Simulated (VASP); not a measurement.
Write the native input for VASP 6.6.1 that does the following.

| Property | Result |
| --- | --- |
| Task | single point |
| Functional | PBEsol |
| Potentials or basis | VASP PAW PBE potentials, release 64 (Ga_d, Sb) |
| Cutoff | 520 eV |
| k mesh | 10 × 10 × 10 |
| Occupations | gaussian, width 0.15 eV |
| Spin | no spin polarisation |
| Dipole correction | no |
| Further INCAR settings | ALGO = Normal; EDIFF = 1e-06; NBANDS = 22 |

The structure of GaSb3 lies in POSCAR:

```
GaSb3
1.0
    0.0000000000      3.6448517233      3.8449540829
    3.6448517233      0.0000000000      3.8449540829
    3.6448517233      3.6448517233      0.0000000000
Ga Sb
1 3
Direct
    0.0000000000      0.0000000000      0.0000000000
    0.2500000000      0.2500000000      0.2500000000
    0.7500000000      0.7500000000      0.7500000000
    0.5000000000      0.5000000000      0.5000000000
```

One way to write it, as run:

INCAR

```
  PREC = Accurate
  ENCUT = 520
  EDIFF = 1E-6
  ISMEAR = 0
  SIGMA = 0.15
  LREAL = False
  LASPH = True
  NELM = 100
  ALGO = Normal
  ISIF = 2
  LWAVE = False
  LCHARG = True
  GGA = PS
  LELF = True
  LVHAR = True
  NBANDS = 22
```

KPOINTS

```
Automatic mesh
0
Gamma
  10 10 10
```

Potentials or basis: VASP PAW PBE potentials, release 64 (Ga_d, Sb).

Run with:

```bash
$ cat potpaw_PBE.64/Ga_d/POTCAR potpaw_PBE.64/Sb/POTCAR > POTCAR
$ mpirun -np 1 vasp_std > vasp.out
```

Results of the run:

```json
{
  "Pressure": "-2.8 GPa",
  "Band gap on the k mesh": "zero (bands 14 and 15 overlap by 4.08 eV)"
}
```

Caveat: the PAW data sets were made with another functional, which shifts forces and pressure a little; spin-orbit coupling is left out, which moves the levels of the heavy elements.

Run time: 4.6 min on 1 thread of Intel Xeon 8259CL, with other jobs on the host, peak memory 0.39 GiB.
